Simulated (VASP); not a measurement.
A run of VASP 6.6.1:

Contents of INCAR:

```
PREC = Accurate
ENCUT = 520
EDIFF = 1E-8
ISMEAR = -1
SIGMA = 0.01
LREAL = F
LASPH = T
NELM = 80
ALGO = Normal
ISIF = 2
LWAVE = F
LCHARG = F
GGA = PE
LEFG = T
NBANDS = 15
```

Contents of KPOINTS:

```
Automatic mesh
0
Gamma
  6 6 6
```

Contents of POSCAR:

```
KBr
1.0
    0.0000000000      3.2258590210      3.2258590210
    3.2258590210      0.0000000000      3.2258590210
    3.2258590210      3.2258590210      0.0000000000
K Br
1 1
Direct
    0.0000000000      0.0000000000      0.0000000000
    0.5000000000      0.5000000000      0.5000000000
```

Potentials or basis: VASP PAW PBE potentials, release 64 (K_sv, Br).

The run is started by

```console
$ cat potpaw_PBE.64/K_sv/POTCAR potpaw_PBE.64/Br/POTCAR > POTCAR
$ mpirun -np 1 vasp_std > vasp.out
```

Hardware: 1 thread of Intel Xeon 8259CL (shared host).

Q: Estimate the wall time of this run.

A: Run time: 33 s on 1 thread of Intel Xeon 8259CL, on a shared host, peak memory 0.21 GiB. Counts: scf iterations 16, k points 16.
